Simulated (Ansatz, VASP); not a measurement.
**Mn: VASP beside Ansatz**

```xyz
1
Lattice="-1.4211 1.4211 1.4211 1.4211 -1.4211 1.4211 1.4211 1.4211 -1.4211" Properties=species:S:1:pos:R:3 pbc="T T T"
Mn    0.0000    0.0000    0.0000
```

Change from the starting cell: volume scaled by 1.05, PAW files.

Alike in both runs: task electric field gradients; functional PBE; k mesh 20 × 20 × 20; occupations fermi-dirac, width 0.03 eV; collinear spin.

|  | VASP | Ansatz |
| --- | --- | --- |
| version | VASP 6.6.1 | Ansatz 0.2.0 |
| potentials or method | VASP PAW PBE potentials, release 64 (Mn_pv) | PAW with Ansatz's default frozen-core files, scalar-relativistic |
| plane-wave cutoff (eV) | 520 | 420 |
| valence electrons in the cell | 13 | 15 |

|  | VASP | Ansatz | Ansatz less VASP |
| --- | --- | --- | --- |
| pressure (GPa) | -10.7 | -10.7 | -0.03 |
| net moment per atom (μB) | 0.96 | 0.96 | -0.008 |
| size of the moment on the site where the two differ most (μB) | 0.97 | 0.96 | -0.010 |

Site moments also hang on the region over which each program counts them. With one functional, cell and mesh, what is left measures potentials, basis and numerics. VASP's potentials hold 13 valence electrons a cell and Ansatz's 15, so a difference there can come from the potentials and not from the codes.
